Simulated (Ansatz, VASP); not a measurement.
## One calculation of SiNi, two programs

INCAR

```
SYSTEM = SiNi
PREC = Accurate
ENCUT = 520
EDIFF = 1E-7
ISMEAR = -1
SIGMA = 0.05
LREAL = .FALSE.
LASPH = .TRUE.
NELM = 150
ALGO = Normal
ISIF = 2
LWAVE = .FALSE.
LCHARG = .TRUE.
ISPIN = 2
MAGMOM = 1 1 0 0
LORBIT = 11
LMAXMIX = 4
GGA = PE
LELF = .TRUE.
LVHAR = .TRUE.
NBANDS = 26
```

The input KPOINTS:

```
Automatic mesh
0
G
  9 8 6
  0 0 0
```

The input POSCAR:

```
SiNi
1.0
    3.0004866984      0.0000000000      0.0000000000
    0.0000000000      3.3446619823      0.0000000000
    0.0000000000      0.0000000000      4.7691846927
Ni Si
2 2
Direct
    0.5000000000      0.5000000000      0.3424955900
    0.0000000000      0.0000000000      0.6575044100
    0.5000000000      0.5000000000      0.8431431600
    0.0000000000      0.0000000000      0.1568568400
```

input.yaml

```yaml
crystal:
  lattice:
    - [3.0004866984, 0.0, 0.0]
    - [0.0, 3.3446619823, 0.0]
    - [0.0, 0.0, 4.7691846927]
  atoms:
    - { symbol: Ni, position: [0.5, 0.5, 0.34249559], spin: 1.0 }
    - { symbol: Ni, position: [0.0, 0.0, 0.65750441], spin: 1.0 }
    - { symbol: Si, position: [0.5, 0.5, 0.84314316] }
    - { symbol: Si, position: [0.0, 0.0, 0.15685684] }
kpoints:
  mp_grid: { grid: [9, 8, 6] }
scf:
  occupations: { method: fermi_dirac, width: 0.05 }
hamiltonian:
  xc: pbe
  pseudopotentials: { kind: all_electron, lapw: { basis_error: 0.001 } }
magnetization:
  spin_polarized: true
output:
  forces: true
  stress: true
  eigenvalues: true
```

Change from the starting cell: volume scaled by 1.06.

Alike in both runs: task single point; functional PBE; k mesh 9 × 8 × 6; occupations fermi-dirac, width 0.05 eV; collinear spin.

|  | VASP | Ansatz |
| --- | --- | --- |
| version | VASP 6.6.1 | Ansatz 0.2.0 |
| potentials or method | VASP PAW PBE potentials, release 64 (Ni, Si), cutoff 520 eV | all-electron LAPW, scalar-relativistic |

Ansatz gave:

```
gap on the k mesh at the Fermi level (eV)                     : none
pressure (GPa)                                                : -4.2
traceless stress, the component that is largest in VASP (GPa) : -2.13
rms of the force components (eV/Å)                            : 0.055
net moment per atom (μB)                                      : 0.00
```

Question: Which values does VASP return?

Answer: gap on the k mesh at the Fermi level (eV): none; pressure (GPa): -4.1; traceless stress, the component that is largest in VASP (GPa): -1.93; rms of the force components (eV/Å): 0.052; net moment per atom (μB): 0.00.

Atom by atom the forces differ by 0.003 eV/Å (rms over components). A gap of «none» marks a metal or a gap that the smearing closes. Ansatz ran all-electron here, and VASP with PAW potentials.
